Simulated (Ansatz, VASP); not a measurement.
## One calculation of PbSe, two programs

File POSCAR:

```
PbSe
1.0
    0.0000000000      3.0809197960      3.0809197960
    3.0809197960      0.0000000000      3.0809197960
    3.0809197960      3.0809197960      0.0000000000
Pb Se
1 1
Direct
    0.0000000000      0.0000000000      0.0000000000
    0.5000000000      0.5000000000      0.5000000000
```

The input INCAR.step1:

```
SYSTEM = PbSe
ALGO = Normal ; EDIFF = 1E-5
ENCUT = 520 ; GGA = PE
ISIF = 2 ; ISMEAR = -1
LASPH = .True. ; LCHARG = .False.
LREAL = .False. ; LWAVE = .True.
NBANDS = 17 ; NELM = 80
PREC = Accurate ; SIGMA = 0.05
```

The input INCAR.step2:

```
SYSTEM = PbSe
AEXX = 0.25 ; ALGO = Normal
EDIFF = 1E-6 ; ENCUT = 520
GGA = PS ; ISIF = 2
ISMEAR = -1 ; ISTART = 1
LASPH = .True. ; LCHARG = .False.
LHFCALC = .True. ; LREAL = .False.
LWAVE = .False. ; NBANDS = 17
NELM = 80 ; PREC = Accurate
PRECFOCK = Normal ; SIGMA = 0.05
```

File KPOINTS:

```
k-points
0
Gamma
  4 4 4
  0 0 0
```

input.yaml

```yaml
crystal:
  lattice:
    - [0.0, 3.080919796, 3.080919796]
    - [3.080919796, 0.0, 3.080919796]
    - [3.080919796, 3.080919796, 0.0]
  atoms:
    - { symbol: Pb, position: [0.0, 0.0, 0.0] }
    - { symbol: Se, position: [0.5, 0.5, 0.5] }
hamiltonian:
  xc: { exchange: pbesol, correlation: pbesol, exx: { coeff: 0.25 } }
  pseudopotentials: { kind: paw }
kpoints:
  mp_grid: { grid: [4, 4, 4] }
scf:
  occupations: { method: fermi_dirac, width: 0.05 }
output:
  forces: true
  stress: true
  eigenvalues: true
  write_density: true
  write_potential: true
  elf: true
  volumetric_format: npy
```

Alike in both runs: task single point; functional PBEsol-based global hybrid with a share of 0.25 of exact exchange; k mesh 4 × 4 × 4; occupations fermi-dirac, width 0.05 eV; no spin polarisation.

|  | VASP | Ansatz |
| --- | --- | --- |
| version | VASP 6.6.1 | Ansatz 0.2.0 |
| potentials or method | VASP PAW PBE potentials, release 64 (Pb_d, Se) | Ansatz PAW |
| plane-wave cutoff (eV) | 520 | 420 |
| valence electrons in the cell | 20 | 30 |

```tsv
	VASP	Ansatz	Ansatz less VASP
gap on the k mesh at the Fermi level (eV)	1.36	1.29	-0.075
least direct gap on the mesh (eV)	1.36	1.29	-0.075
pressure (GPa)	-1.9	-1.7	+0.23
```

VASP's potentials were made for PBE, not for PBEsol-based global hybrid. With one functional, cell and mesh, what is left measures potentials, basis and numerics. VASP's potentials hold 20 valence electrons a cell and Ansatz's 30, so a difference there can come from the potentials and not from the codes.

The k mesh is coarse, so the values compare programs but aren't converged. Neither program's run includes spin-orbit coupling.
